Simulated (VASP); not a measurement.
# In4SbAs3 in VASP: notebook, part 3 of 3

VASP 6.6.1. Earlier steps stand in the parts before.

## Step 4: Single point, PBE

This run uses another cell than the first one, of the same volume but with other edges.

File INCAR:

```
SYSTEM = In4SbAs3
PREC = Accurate
ENCUT = 520
EDIFF = 1E-6
ISMEAR = 0
SIGMA = 0.2
LREAL = .FALSE.
LASPH = .TRUE.
NELM = 60
ALGO = Normal
ISIF = 2
LWAVE = .FALSE.
LCHARG = .FALSE.
GGA = PE
NBANDS = 46
```

File KPOINTS:

```
Automatic mesh
0
G
  4 4 4
  0 0 0
```

File POSCAR:

```
In4SbAs3
1.0
    6.3005102705     -0.0010009664      0.0004131171
   -0.0009688922      6.3038080250     -0.0001702714
   -3.1493923041     -3.1515860691      6.2933542249
In Sb As
4 1 3
Direct
    0.3898062976      0.8683766744      0.2582923420
    0.8680015324      0.3902800098      0.2581453559
    0.1319964890      0.1317070186      0.7420421206
    0.6101864852      0.6096442681      0.7414462315
   -0.0001889152      0.0000749577      0.0001332200
    0.2501020190      0.7499543960      0.5001080326
    0.7502426919      0.2497002333      0.4998930915
    0.4998534003      0.5002624422     -0.0000603938
```

Potentials or basis: VASP PAW PBE potentials, release 64 (In_d, Sb, As).

Launch:

```
$ cat potpaw_PBE.64/In_d/POTCAR potpaw_PBE.64/Sb/POTCAR potpaw_PBE.64/As/POTCAR > POTCAR
$ mpirun -np 1 vasp_std > vasp.out
```

OUTCAR:

```text
SYSTEM = In4SbAs3
   PREC = Accurate
   ENCUT = 520
   EDIFF = 1E-6
   ISMEAR = 0
   LREAL = .FALSE.
   LASPH = .TRUE.
   NELM = 60
   ISIF = 2
   GGA = PE

 ion  position               nearest neighbor table
   1  0.390  0.868  0.258-   8 2.68   6 2.70   7 2.70   5 2.84
   2  0.868  0.390  0.258-   8 2.68   6 2.70   7 2.70   5 2.84
   3  0.132  0.132  0.742-   8 2.68   6 2.70   7 2.70   5 2.84
   4  0.610  0.610  0.741-   8 2.68   7 2.70   6 2.70   5 2.84
   5  1.000  0.000  0.000-   3 2.84   1 2.84   4 2.84   2 2.84
   6  0.250  0.750  0.500-   1 2.70   2 2.70   3 2.70   4 2.70
   7  0.750  0.250  0.500-   4 2.70   1 2.70   2 2.70   3 2.70
   8  0.500  0.500  1.000-   3 2.68   2 2.68   1 2.68   4 2.68

  LATTYP: Found a triclinic cell.
 ALAT       =    11.7836077874
 B/A-ratio  =     0.5346843240
 C/A-ratio  =     1.0681746669
 COS(alpha) =     0.0001256968
 COS(beta)  =     0.5341731600
 COS(gamma) =     0.8020100116

  Lattice vectors:

 A1 = (  -9.4506593447,  -3.1502200231,  -6.2940101877)
 A2 = (  -6.3005102705,   0.0010009664,  -0.0004131171)
 A3 = (  -0.0007567701,   0.0003650796, -12.5869512955)

[... 194 lines left out ...]
 k-point     1 :       0.0000    0.0000    0.0000
  band No.  band energies     occupation
      1     -10.4375      2.00000
      2     -10.4190      2.00000
      3     -10.3989      2.00000
      4     -10.3119      2.00000
      5     -10.3118      2.00000
      6     -10.3113      2.00000
[... 1165 lines left out ...]
     45       8.3492      0.00000
     46       8.8458      0.00000

 [... further k-points ...]

------------------------ aborting loop because EDIFF is reached ----------------------------------------

  FORCE on cell =-STRESS in cart. coord.  units (eV):
  Direction    XX          YY          ZZ          XY          YZ          ZX
  --------------------------------------------------------------------------------------
  -------------------------------------------------------------------------------------
  Total        0.0490964      0.0246989      0.0386264      0.0167166      0.0075947     -0.0050089
  in kB        0.3146959      0.1583139      0.2475854      0.1071491      0.0486803     -0.0321057
  external PRESSURE =       0.2401984 kB  Pullay stress =       0.0000000 kB

 VOLUME and BASIS-vectors are now :
 -----------------------------------------------------------------------------
  energy-cutoff  :      520.00
  volume of cell :      249.96
      direct lattice vectors                 reciprocal lattice vectors
     6.300510271 -0.001000966  0.000413117     0.158712099  0.000026540  0.079437814
    -0.000968892  6.303808025 -0.000170271     0.000019993  0.158636422  0.079451956
    -3.149392304 -3.151586069  6.293354225    -0.000010418  0.000004290  0.158894713

 POSITION                                       TOTAL-FORCE (eV/Angst)
 -----------------------------------------------------------------------------------
      1.64167      4.65966      1.62554        -0.003284      0.003723     -0.010382
      4.65547      1.64581      1.62489         0.004527     -0.006502     -0.009141
     -1.50546     -1.50849      4.66997        -0.004686     -0.003440      0.005903
      1.50879      1.50574      4.66633         0.000567      0.004609      0.011244
      6.29890     -0.00095      0.00125         0.001564      0.001178     -0.001167
      0.00001      3.15118      3.14733        -0.000242     -0.000219      0.000343
      3.15231     -0.00214      3.14627        -0.001004      0.001845      0.002193
     -0.00036      0.00166      6.29310         0.002559     -0.001194      0.001007
 -----------------------------------------------------------------------------------
    total drift:                               -0.000064      0.000028     -0.000022

  FREE ENERGIE OF THE ION-ELECTRON SYSTEM (eV)
  ---------------------------------------------------
  free  energy   TOTEN  =       -30.0124215071 eV

  energy  without entropy=      -30.0064461044  energy(sigma->0) =      -30.00943381
```

stdout:

```text
POSCAR found type information on POSCAR InSbAs
 POSCAR found :  3 types and       8 ions
 scaLAPACK will be used
 LDA part: xc-table for (Slater+PW92), standard interpolation
 POSCAR, INCAR and KPOINTS ok, starting setup
 FFT: planning ... GRIDC
 FFT: planning ... GRID_SOFT
 FFT: planning ... GRID
 WAVECAR not read
 entering main loop
```

Wall time 15 min (1 thread of Intel Xeon 8259CL, shared host); peak memory 0.58 GiB.

What came out:

```
Free energy            : -30.0124 eV
Pressure               : 0.0 GPa
Largest force          : 0.012 eV/Å
Band gap on the k mesh : zero (filled and empty bands touch)
```

Forces on the atoms (eV/Å):
```
In  -0.003  0.004 -0.010
In   0.005 -0.007 -0.009
In  -0.005 -0.003  0.006
In   0.001  0.005  0.011
Sb   0.002  0.001 -0.001
As   0.000  0.000  0.000
As  -0.001  0.002  0.002
As   0.003 -0.001  0.001
```

Caveat: semilocal functionals underestimate gaps, and a narrow one can read as zero; spin-orbit coupling is left out, which moves the levels of the heavy elements.

## Step 5: Single point, PBE

File INCAR:

```
ALGO = Normal
EDIFF = 1E-7
ENCUT = 520
GGA = PE
ISIF = 2
ISMEAR = 0
LASPH = True
LCHARG = True
LELF = True
LREAL = False
LVHAR = True
LWAVE = False
NBANDS = 46
NELM = 100
PREC = Accurate
SIGMA = 0.1
```

File KPOINTS:

```
k-points
0
Gamma
  8 8 8
```

File POSCAR:

```
In4SbAs3
1.0
   -3.1506102000      3.1506102000      6.2909363000
    3.1506102000     -3.1506102000      6.2909363000
    3.1506102000      3.1506102000     -6.2909363000
In Sb As
4 1 3
Direct
    0.8682050000      0.3898540000      0.0000000000
    0.3898540000      0.8682050000      0.0000000000
    0.1317950000      0.1317950000      0.5216490000
    0.6101460000      0.6101460000      0.4783510000
    0.0000000000      0.0000000000      0.0000000000
    0.7500000000      0.2500000000      0.5000000000
    0.2500000000      0.7500000000      0.5000000000
    0.5000000000      0.5000000000      0.0000000000
```

Potentials or basis: VASP PAW PBE potentials, release 64 (In_d, Sb, As).

Launch:

```
$ cat potpaw_PBE.64/In_d/POTCAR potpaw_PBE.64/Sb/POTCAR potpaw_PBE.64/As/POTCAR > POTCAR
$ mpirun -np 1 vasp_std > vasp.out
```

OUTCAR:

```text
EDIFF = 1E-7
   ENCUT = 520
   GGA = PE
   ISIF = 2
   ISMEAR = 0
   LASPH = True
   LREAL = False
   NELM = 100
   PREC = Accurate

 ion  position               nearest neighbor table
   1  0.868  0.390  0.000-   8 2.68   7 2.70   6 2.70   5 2.84
   2  0.390  0.868  0.000-   8 2.68   6 2.70   7 2.70   5 2.84
   3  0.132  0.132  0.522-   8 2.68   7 2.70   6 2.70   5 2.84
   4  0.610  0.610  0.478-   8 2.68   7 2.70   6 2.70   5 2.84
[... 1393 lines left out ...]
  Total        0.0460799      0.0460799      0.0496851      0.0000000      0.0000000      0.0000000
  in kB        0.2955678      0.2955678      0.3186929      0.0000000      0.0000000      0.0000000
  external PRESSURE =       0.3032762 kB  Pullay stress =       0.0000000 kB

 VOLUME and BASIS-vectors are now :
 -----------------------------------------------------------------------------
  energy-cutoff  :      520.00
  volume of cell :      249.78
      direct lattice vectors                 reciprocal lattice vectors
    -3.150610200  3.150610200  6.290936300     0.000000000  0.158699416  0.079479425
     3.150610200 -3.150610200  6.290936300     0.158699416  0.000000000  0.079479425
     3.150610200  3.150610200 -6.290936300     0.158699416  0.158699416  0.000000000

 POSITION                                       TOTAL-FORCE (eV/Angst)
 -----------------------------------------------------------------------------------
     -1.50710      1.50710      7.91437        -0.001924      0.001924     -0.000728
      1.50710     -1.50710      7.91437         0.001924     -0.001924     -0.000728
      1.64351      1.64351     -1.62343        -0.001924     -0.001924      0.000728
      1.50710      1.50710      4.66750         0.001924      0.001924      0.000728
      0.00000      0.00000      0.00000         0.000000      0.000000     -0.000000
     -0.00000      3.15061      3.14547         0.000000      0.000000     -0.000000
      3.15061     -0.00000      3.14547         0.000000      0.000000     -0.000000
      0.00000      0.00000      6.29094         0.000000      0.000000     -0.000000
 -----------------------------------------------------------------------------------
    total drift:                                0.000001      0.000001      0.000002

  FREE ENERGIE OF THE ION-ELECTRON SYSTEM (eV)
  ---------------------------------------------------
  free  energy   TOTEN  =       -30.0219713547 eV

  energy  without entropy=      -30.0214746526  energy(sigma->0) =      -30.02172300
```

stdout:

```text
POSCAR found type information on POSCAR InSbAs
 POSCAR found :  3 types and       8 ions
 scaLAPACK will be used
 LDA part: xc-table for (Slater+PW92), standard interpolation
 POSCAR, INCAR and KPOINTS ok, starting setup
 FFT: planning ... GRIDC
 FFT: planning ... GRID_SOFT
 FFT: planning ... GRID
 WAVECAR not read
 entering main loop
```

It took 44 min on 1 thread of Intel Xeon 8259CL, shared host; peak memory 0.89 GiB.

What came out:

```yaml
Free_energy: -30.0220 eV
Pressure: 0.0 GPa
Band_gap_on_the_k_mesh: zero (filled and empty bands touch)
```

Forces on the atoms (eV/Å):
```
In  -0.002  0.002 -0.001
In   0.002 -0.002 -0.001
In  -0.002 -0.002  0.001
In   0.002  0.002  0.001
Sb   0.000  0.000  0.000
As   0.000  0.000  0.000
As   0.000  0.000  0.000
As   0.000  0.000  0.000
```

Levels at points of the mesh, in eV from the Fermi level:
| k point | band 34 | band 35 | band 36 | band 37 | band 38 | band 39 |
| --- | --- | --- | --- | --- | --- | --- |
| (0.00, 0.00, 0.00) | -0.67 | -0.06 | -0.06 | -0.06 | 1.55 | 1.74 |
| (0.50, 0.00, 0.00) | -1.68 | -1.18 | -0.92 | 2.25 | 2.37 | 2.67 |
| (0.50, 0.50, 0.00) | -0.95 | -0.78 | -0.72 | 0.44 | 0.78 | 2.01 |
| (0.50, 0.50, 0.50) | -1.53 | -1.15 | -1.15 | 1.40 | 1.59 | 1.78 |

Caveat: semilocal functionals underestimate gaps, and a narrow one can read as zero; spin-orbit coupling is left out, which moves the levels of the heavy elements.

## Step 6: The runs side by side

```tsv
cell	k mesh	smearing	gap on the mesh (eV)	pressure (GPa)
a = 7.709 Å, angles 131.8, 131.8, 70.6°, 8 atoms, atomic positions A	4 × 4 × 4	gaussian 0.1 eV	none	0.1
a = 6.301, b = 6.301, c = 7.709 Å, angles 114.1, 114.1, 90.0°, 8 atoms, atomic positions A	4 × 4 × 4	gaussian 0.2 eV	none	0.1
a = 6.301, b = 6.304, c = 7.711 Å, angles 114.1, 114.1, 90.0°, 8 atoms, atomic positions B	4 × 4 × 4	gaussian 0.2 eV	none	0.0
a = 7.709 Å, angles 131.8, 131.8, 70.6°, 8 atoms, atomic positions A	8 × 8 × 8	gaussian 0.1 eV	none	0.0
```

Alike in all rows: task single point; level PBE; potentials or basis VASP PAW PBE potentials, release 64 (In_d, Sb, As); no spin polarisation; cutoff (eV) 520.

Caveats: semilocal functionals underestimate gaps, and a narrow one can read as zero; spin-orbit coupling is left out, which moves the levels of the heavy elements.

Absolute energies hang on the potentials; compare differences alone.
